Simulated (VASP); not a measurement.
Input of a VASP 6.6.1 run:

File INCAR:

```
ALGO = Normal ; EDIFF = 1E-6
ENCUT = 520 ; ISIF = 2
ISMEAR = -1 ; LASPH = T
LCHARG = F ; LREAL = F
LWAVE = F ; NBANDS = 16
NELM = 60 ; PREC = Accurate
SIGMA = 0.1
```

The input KPOINTS:

```
k-points
0
Gamma
  11 11 11
```

Contents of POSCAR:

```
WC
1.0
    0.0000000000      2.1630495024      2.1630495024
    2.1630495024      0.0000000000      2.1630495024
    2.1630495024      2.1630495024      0.0000000000
W C
1 1
Direct
    0.0000000000      0.0000000000      0.0000000000
    0.5000000000      0.5000000000      0.5000000000
```

Potentials or basis: VASP PAW LDA potentials, release 64 (W_sv, C).

Command:

```sh
$ cat potpaw_LDA.64/W_sv/POTCAR potpaw_LDA.64/C/POTCAR > POTCAR
$ mpirun -np 1 vasp_std > vasp.out
```

Problem. Predict the pressure.

Solution. 1.7 GPa.

Problem. Predict the band gap on the k mesh.

Solution. Zero (band 9 reaches 13.92 eV, above the bottom of band 10 at 10.67 eV).

Caveat: spin-orbit coupling is left out, which moves the levels of the heavy elements.
